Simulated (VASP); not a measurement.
Write the native input for VASP 6.6.1 that does the following.

```
Task                   : single point
Functional             : PBE
Potentials or basis    : VASP PAW PBE potentials, release 64 (K_sv, F)
Cutoff                 : 520 eV
k mesh                 : 8 × 8 × 8
Occupations            : gaussian, width 0.05 eV
Spin                   : no spin polarisation
Dipole correction      : no
Further INCAR settings : ALGO = Normal; EDIFF = 1e-07; NBANDS = 15
```

The structure of KF lies in POSCAR:

```
KF
1.0
    3.2589550000      0.0000000000      0.0000000000
    0.0000000000      3.2589550000      0.0000000000
    0.0000000000      0.0000000000      3.2589550000
K F
1 1
Direct
    0.0000000000      0.0000000000      0.0000000000
    0.5162730104      0.4837269896      0.5000000000
```

This cell differs from its parent crystal: all F atoms moved +0.075 Å, as atom 2 along Cartesian [1 -1 0].

These files were run (other wordings do the same):

INCAR

```
ALGO = Normal ; EDIFF = 1E-7
ENCUT = 520 ; GGA = PE
ISIF = 2 ; ISMEAR = 0
LASPH = True ; LCHARG = False
LREAL = False ; LWAVE = False
NBANDS = 15 ; NELM = 60
PREC = Accurate ; SIGMA = 0.05
```

KPOINTS

```
k-points
0
Gamma
  8 8 8
```

Potentials or basis: VASP PAW PBE potentials, release 64 (K_sv, F).

The run is started by

```console
$ cat potpaw_PBE.64/K_sv/POTCAR potpaw_PBE.64/F/POTCAR > POTCAR
$ mpirun -np 1 vasp_std > vasp.out
```

Results of the run:

```
Pressure               : 0.1 GPa
Largest force          : 0.060 eV/Å
Band gap on the k mesh : 6.26 eV (least direct gap 6.31 eV)
```

Caveat: the cell differs from its parent crystal (all F atoms moved +0.075 Å, as atom 2 along Cartesian [1 -1 0]).

Run time: 66 s on 1 thread of Intel Xeon 8259CL (shared host), peak memory 0.17 GiB.
